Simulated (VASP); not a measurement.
# Cs (Im-3m) in VASP: a series of runs, part 2 of 2

VASP 6.6.1. The steps go on from the part before.

## 4. Single point, PBE (volume scaled by 1.04)

Input file INCAR:

```
  PREC = Accurate
  ENCUT = 520
  EDIFF = 1E-6
  ISMEAR = -1
  SIGMA = 0.05
  LREAL = F
  LASPH = T
  NELM = 60
  ALGO = Fast
  ISIF = 2
  LWAVE = F
  LCHARG = F
  GGA = PE
  NBANDS = 10
```

Input file KPOINTS:

```
regular mesh
0
Gamma
  6 6 6
```

Input file POSCAR:

```
Cs
1.0
   -3.1696337965      3.1696337965      3.1696337965
    3.1696337965     -3.1696337965      3.1696337965
    3.1696337965      3.1696337965     -3.1696337965
Cs
1
Direct
    0.0000000000      0.0000000000      0.0000000000
```

Launch:

```
$ cat potpaw_PBE.64/Cs_sv/POTCAR > POTCAR
$ mpirun -np 1 vasp_std > vasp.out
```

Wall time 7.8 s (1 thread of Intel Xeon 6975P-C (Granite Rapids), shared host); peak memory 0.24 GiB.

The run converged. Its results:

| Quantity | Value |
| --- | --- |
| Free energy | -0.8428 eV |
| Pressure | -0.1 GPa |

Levels at points of the mesh, in eV from the Fermi level:
| k point | band 2 | band 3 | band 4 | band 5 | band 6 | band 7 |
| --- | --- | --- | --- | --- | --- | --- |
| (0.00, 0.00, 0.00) | -10.68 | -10.68 | -10.68 | -1.58 | 2.42 | 2.42 |
| (0.50, 0.00, 0.00) | -10.78 | -10.71 | -10.68 | 0.07 | 0.77 | 1.64 |
| (0.50, 0.50, 0.50) | -10.75 | -10.75 | -10.75 | 0.72 | 0.72 | 2.76 |

Caveat: the cell differs from its parent crystal (volume scaled by 1.04); spin-orbit coupling is left out, which moves the levels of the heavy elements.

## 5. Single point, PBE (volume scaled by 1.06)

Input file INCAR:

```
ALGO = Normal ; EDIFF = 1E-7
ENCUT = 520 ; GGA = PE
ISIF = 2 ; ISMEAR = -1
LASPH = T ; LCHARG = F
LREAL = F ; LWAVE = F
NBANDS = 10 ; NELM = 100
PREC = Accurate ; SIGMA = 0.05
```

Input file KPOINTS:

```
k-points
0
Gamma
  6 6 6
```

Input file POSCAR:

```
Cs
1.0
   -3.1898230911      3.1898230911      3.1898230911
    3.1898230911     -3.1898230911      3.1898230911
    3.1898230911      3.1898230911     -3.1898230911
Cs
1
Direct
    0.0000000000      0.0000000000      0.0000000000
```

Potentials or basis: VASP PAW PBE potentials, release 64 (Cs_sv).

Launch:

```
$ cat potpaw_PBE.64/Cs_sv/POTCAR > POTCAR
$ mpirun -np 1 vasp_std > vasp.out
```

OUTCAR:

```text
EDIFF = 1E-7
   ENCUT = 520
   GGA = PE
   ISIF = 2
   ISMEAR = -1
   LASPH = T
   LREAL = F
   NELM = 100
   PREC = Accurate

 ion  position               nearest neighbor table
   1  0.000  0.000  0.000-

  LATTYP: Found a body centered cubic cell.
 ALAT       =     6.3796461822

  Lattice vectors:

 A1 = (  -3.1898230911,   3.1898230911,   3.1898230911)
 A2 = (   3.1898230911,  -3.1898230911,   3.1898230911)
 A3 = (   3.1898230911,   3.1898230911,  -3.1898230911)

Analysis of symmetry for initial positions (statically):
=====================================================================
 Subroutine PRICEL returns:
 Original cell was already a primitive cell.

 Routine SETGRP: Setting up the symmetry group for a
 body centered cubic supercell.

 Subroutine GETGRP returns: Found 48 space group operations
 (whereof 48 operations were pure point group operations)
 out of a pool of 48 trial point group operations.

The static configuration has the point symmetry O_h .

Analysis of symmetry for dynamics (positions and initial velocities):
=====================================================================
 Subroutine PRICEL returns:
 Original cell was already a primitive cell.

 Routine SETGRP: Setting up the symmetry group for a
 body centered cubic supercell.

 Subroutine GETGRP returns: Found 48 space group operations
 (whereof 48 operations were pure point group operations)
 out of a pool of 48 trial point group operations.

The dynamic configuration has the point symmetry O_h .

 Subroutine INISYM returns: Found 48 space group operations
 (whereof 48 operations are pure point group operations),
 and found     1 'primitive' translations

----------------------------------------------------------------------------------------
[... 102 lines left out ...]
     AMIX_MAG =   1.60;   BMIX_MAG =  1.00
  volume/ion in A,a.u.               =     129.83       876.11
  Fermi-wavevector in a.u.,A,eV,Ry     =   0.672516  1.270870  6.153607  0.452277
  Thomas-Fermi vector in A             =   1.748659
   LORBIT       =      0    0 simple, 1 ext, 2 COOP (PROOUT), +10 PAW based schemes
   GGA     = PE    functional components
   LHFCALC =     F    Hartree Fock is set to
   AEXX    =    0.0000 exact exchange contribution
   IVDW    =     0    specifies the selected vdW correction
   LEPSILON=     F    determine dielectric tensor
   LRPA    =     F    only Hartree local field effects (RPA)
 non-spin polarized calculation
  energy-cutoff  :      520.00
  volume of cell :      129.83
 maximum number of plane-waves:      3523
 NGX is ok and might be reduce to    42
   NGX = 21   NGY = 21   NGZ = 21

 number of electron       8.9999999 magnetization

 Free energy of the ion-electron system (eV)
  ---------------------------------------------------
  ext. energy  EPLUGINS =         0.00000000
  ---------------------------------------------------
  free energy    TOTEN  =        -0.84058048 eV

  energy without entropy =       -0.82280891  energy(sigma->0) =       -0.83169469

 E-fermi :   0.1757     XC(G=0):  -5.1122

 val. band max:        0.0441392430   @ k =   0.1667   0.1667   0.1667
 cond. band min:       0.1912288806   @ k =   0.3333   0.1667   0.0000
 fundamental gap:      0.1470896376
 Fermi energy:         0.1756995537

 k-point     1 :       0.0000    0.0000    0.0000
  band No.  band energies     occupation
      1     -23.7616      2.00000
      2     -10.5191      2.00000
      3     -10.5191      2.00000
      4     -10.5191      2.00000
      5      -1.3860      2.00000
      6       2.5859      0.00000
      7       2.5859      0.00000
      8       2.5859      0.00000
      9       3.3623      0.00000
     10       3.3623      0.00000
[... 183 lines left out ...]
 k-point    16 :       0.5000    0.5000    0.5000
  band No.  band energies     occupation
      1     -23.7549      2.00000
      2     -10.5841      2.00000
      3     -10.5841      2.00000
      4     -10.5841      2.00000
      5       0.9113      0.00000
      6       0.9113      0.00000
      7       2.8903      0.00000
      8       2.8903      0.00000
      9       2.8903      0.00000
     10       4.0398      0.00000

------------------------ aborting loop because EDIFF is reached ----------------------------------------

  FORCE on cell =-STRESS in cart. coord.  units (eV):
  Direction    XX          YY          ZZ          XY          YZ          ZX
  --------------------------------------------------------------------------------------
  -------------------------------------------------------------------------------------
  Total       -0.1356268     -0.1356268     -0.1356268      0.0000000      0.0000000     -0.0000000
  in kB       -1.6737722     -1.6737722     -1.6737722      0.0000000      0.0000000     -0.0000000
  external PRESSURE =      -1.6737722 kB  Pullay stress =       0.0000000 kB

 VOLUME and BASIS-vectors are now :
 -----------------------------------------------------------------------------
  energy-cutoff  :      520.00
  volume of cell :      129.83
      direct lattice vectors                 reciprocal lattice vectors
    -3.189823091  3.189823091  3.189823091     0.000000000  0.156748505  0.156748505
     3.189823091 -3.189823091  3.189823091     0.156748505  0.000000000  0.156748505
     3.189823091  3.189823091 -3.189823091     0.156748505  0.156748505  0.000000000

 POSITION                                       TOTAL-FORCE (eV/Angst)
 -----------------------------------------------------------------------------------
      0.00000      0.00000      0.00000         0.000000      0.000000      0.000000
 -----------------------------------------------------------------------------------
    total drift:                               -0.000000      0.000000     -0.000000

  FREE ENERGIE OF THE ION-ELECTRON SYSTEM (eV)
  ---------------------------------------------------
  free  energy   TOTEN  =        -0.8405804801 eV

  energy  without entropy=       -0.8228089088  energy(sigma->0) =       -0.83169469
```

stdout:

```text
POSCAR found type information on POSCAR Cs
 POSCAR found :  1 types and       1 ions
 scaLAPACK will be used
 LDA part: xc-table for (Slater+PW92), standard interpolation
 POSCAR, INCAR and KPOINTS ok, starting setup
 FFT: planning ... GRIDC
 FFT: planning ... GRID_SOFT
 FFT: planning ... GRID
 WAVECAR not read
 entering main loop
```

It took 8 s on 1 thread of Intel Xeon 6975P-C (Granite Rapids), shared host; peak memory 0.25 GiB.

What came out:

```yaml
Free_energy: -0.8406 eV
Pressure: -0.2 GPa
```

Caveat: the cell differs from its parent crystal (volume scaled by 1.06); spin-orbit coupling is left out, which moves the levels of the heavy elements.

## 6. Single point, LDA

This run uses another cell than the first one, of 96.45 Å³/atom, 0.804 times its volume.

Input file INCAR:

```
ALGO     = Normal         # electronic algorithm
EDIFF    = 1E-7           # SCF threshold, eV
ENCUT    = 520            # plane-wave cutoff, eV
GGA      = CA             # functional
ISIF     = 2              # what is computed and relaxed
ISMEAR   = -1             # smearing method
LASPH    = T              # aspherical terms in the spheres
LCHARG   = T              # write CHGCAR
LELF     = T              # ELF
LREAL    = F              # projectors in reciprocal space
LVHAR    = T            
LWAVE    = F              # write WAVECAR
NBANDS   = 10             # bands
NELM     = 80             # most SCF steps
PREC     = Accurate       # precision mode
SIGMA    = 0.05           # smearing width, eV
```

KPOINTS is that of step 5.

Input file POSCAR:

```
Cs
1.0
   -2.8889579528      2.8889579528      2.8889579528
    2.8889579528     -2.8889579528      2.8889579528
    2.8889579528      2.8889579528     -2.8889579528
Cs
1
Direct
    0.0000000000      0.0000000000      0.0000000000
```

Potentials or basis: VASP PAW LDA potentials, release 64 (Cs_sv).

Launch:

```
$ cat potpaw_LDA.64/Cs_sv/POTCAR > POTCAR
$ mpirun -np 1 vasp_std > vasp.out
```

OUTCAR:

```text
EDIFF = 1E-7
   ENCUT = 520
   GGA = CA
   ISIF = 2
   ISMEAR = -1
   LASPH = T
   LREAL = F
   NELM = 80
   PREC = Accurate

 ion  position               nearest neighbor table
   1  0.000  0.000  0.000-

  LATTYP: Found a body centered cubic cell.
 ALAT       =     5.7779159056

  Lattice vectors:

 A1 = (  -2.8889579528,   2.8889579528,   2.8889579528)
 A2 = (   2.8889579528,  -2.8889579528,   2.8889579528)
[... 376 lines left out ...]
      8       4.2638      0.00000
      9       4.2638      0.00000
     10       5.6067      0.00000

------------------------ aborting loop because EDIFF is reached ----------------------------------------

  FORCE on cell =-STRESS in cart. coord.  units (eV):
  Direction    XX          YY          ZZ          XY          YZ          ZX
  --------------------------------------------------------------------------------------
  -------------------------------------------------------------------------------------
  Total       -0.0095945     -0.0095945     -0.0095945     -0.0000000      0.0000000      0.0000000
  in kB       -0.1593862     -0.1593862     -0.1593862     -0.0000000      0.0000000      0.0000000
  external PRESSURE =      -0.1593862 kB  Pullay stress =       0.0000000 kB

 VOLUME and BASIS-vectors are now :
 -----------------------------------------------------------------------------
  energy-cutoff  :      520.00
  volume of cell :       96.45
      direct lattice vectors                 reciprocal lattice vectors
    -2.888957953  2.888957953  2.888957953     0.000000000  0.173072785  0.173072785
     2.888957953 -2.888957953  2.888957953     0.173072785  0.000000000  0.173072785
     2.888957953  2.888957953 -2.888957953     0.173072785  0.173072785  0.000000000

 POSITION                                       TOTAL-FORCE (eV/Angst)
 -----------------------------------------------------------------------------------
      0.00000      0.00000      0.00000         0.000000     -0.000000      0.000000
 -----------------------------------------------------------------------------------
    total drift:                               -0.000000     -0.000000     -0.000000

  FREE ENERGIE OF THE ION-ELECTRON SYSTEM (eV)
  ---------------------------------------------------
  free  energy   TOTEN  =        -0.9888121932 eV

  energy  without entropy=       -0.9702478515  energy(sigma->0) =       -0.97953002
```

Wall time 6 s (1 thread of Intel Xeon 6975P-C (Granite Rapids), shared host); peak memory 0.18 GiB.

Results:

- Free energy: -0.9888 eV
- Pressure: 0.0 GPa

Caveat: spin-orbit coupling is left out, which moves the levels of the heavy elements.

## 7. The runs side by side

```csv
level,potentials or basis,cell,gap on the mesh (eV),pressure (GPa)
PBE,"VASP PAW PBE potentials, release 64 (Cs_sv)","a = 5.382 Å, angles 109.5°, 1 atom",none,-0.1
PBE,"VASP PAW PBE potentials, release 64 (Cs_sv)","a = 5.455 Å, angles 109.5°, 1 atom",none,-0.1
PBE,"VASP PAW PBE potentials, release 64 (Cs_sv)","a = 5.490 Å, angles 109.5°, 1 atom",none,-0.1
PBE,"VASP PAW PBE potentials, release 64 (Cs_sv)","a = 5.525 Å, angles 109.5°, 1 atom",none,-0.2
LDA,"VASP PAW LDA potentials, release 64 (Cs_sv)","a = 5.004 Å, angles 109.5°, 1 atom",none,0.0
```

Alike in all rows: task single point; no spin polarisation; k mesh 6 × 6 × 6; cutoff (eV) 520; smearing fermi-dirac 0.05 eV.

Caveats: spin-orbit coupling is left out, which moves the levels of the heavy elements.

Absolute energies hang on the potentials; compare differences alone.
